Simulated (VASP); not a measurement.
Wanted: the native input for a VASP 6.6.1 run.

```
Task                   : electric field gradients
Functional             : LDA
Potentials or basis    : VASP PAW LDA potentials, release 64 (W_sv)
Cutoff                 : 520 eV
k mesh                 : 14 × 14 × 14
Occupations            : fermi-dirac, width 0.05 eV
Spin                   : no spin polarisation
Dipole correction      : no
Further INCAR settings : ALGO = Normal; EDIFF = 1e-08; NBANDS = 13
```

The structure of W lies in POSCAR:

```
W
1.0
    0.0406000000      2.0503000000      2.0503000000
    2.0503000000      0.0406000000      2.0503000000
    2.0503000000      2.0503000000      0.0406000000
W
1
Direct
    0.0000000000      0.0000000000      0.0000000000
```

This cell differs from its parent crystal: equal xy, yz and zx shear strains of +2 %.

These files were run (other wordings do the same):

INCAR

```
PREC = Accurate
ENCUT = 520
EDIFF = 1E-8
ISMEAR = -1
SIGMA = 0.05
LREAL = F
LASPH = T
NELM = 100
ALGO = Normal
ISIF = 2
LWAVE = F
LCHARG = F
GGA = CA
LEFG = T
NBANDS = 13
```

KPOINTS

```
Automatic mesh
0
Gamma
  14 14 14
```

Potentials or basis: VASP PAW LDA potentials, release 64 (W_sv).

Run with:

```console
$ cat potpaw_LDA.64/W_sv/POTCAR > POTCAR
$ mpirun -np 1 vasp_std > vasp.out
```

It gave:

| Property | Result |
| --- | --- |
| Pressure | -16.0 GPa |
| Band gap on the k mesh | zero (band 7 reaches 13.18 eV, above the bottom of band 8 at 9.66 eV) |

Caveat: the cell differs from its parent crystal (equal xy, yz and zx shear strains of +2 %); without QUAD_EFG the Cq values of the log hold for a quadrupole moment of 1 mb, not for the nuclei; spin-orbit coupling is left out, which moves the levels of the heavy elements.

It took 47 s on 1 thread of AMD EPYC 7R13 Processor (Zen 3) (shared host), peak memory 0.15 GiB.
